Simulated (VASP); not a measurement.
Here is a VASP 6.6.1 calculation.

Contents of POSCAR:

```
Sb
1.0
   -1.5632911383      1.5632911383      2.6891475275
    1.5632911383     -1.5632911383      2.6891475275
    1.5632911383      1.5632911383     -2.6891475275
Sb
1
Direct
    0.0000000000      0.0000000000      0.0000000000
```

Contents of INCAR.step1:

```
  ALGO = Normal
  EDIFF = 1E-4
  ENCUT = 520
  GGA = PE
  ISMEAR = -1
  LASPH = True
  LCHARG = False
  LREAL = False
  LWAVE = True
  NBANDS = 8
  NELM = 100
  PREC = Accurate
  SIGMA = 0.1
```

INCAR.step2

```
  ALGO = Normal
  EDIFF = 1E-6
  ENCUT = 520
  ISIF = 2
  ISMEAR = -1
  ISTART = 1
  LASPH = True
  LCHARG = False
  LMIXTAU = True
  LREAL = False
  LWAVE = False
  METAGGA = R2SCAN
  NBANDS = 8
  NELM = 100
  PREC = Accurate
  SIGMA = 0.1
```

Contents of KPOINTS:

```
k-points
0
Gamma
  13 13 13
```

Potentials or basis: VASP PAW PBE potentials, release 64 (Sb).

Launch:

```sh
$ cat potpaw_PBE.64/Sb/POTCAR > POTCAR
$ cp INCAR.step1 INCAR
$ mpirun -np 1 vasp_std > vasp.out
$ cp INCAR.step2 INCAR
$ mpirun -np 1 vasp_std > vasp.out
```

Problem. Estimate the band gap on the k mesh.

Solution. Zero (an odd number of electrons rules out a gap without spin polarisation).

Problem. What does it give for the pressure?

Solution. 3.1 GPa.

Stress tensor (GPa, compression positive):
```
3.02 0.00 0.00
0.00 3.02 0.00
0.00 0.00 3.36
```

Caveat: the cell stands under pressure; the PAW data sets were made with another functional, which shifts forces and pressure a little; spin-orbit coupling is left out, which moves the levels of the heavy elements.
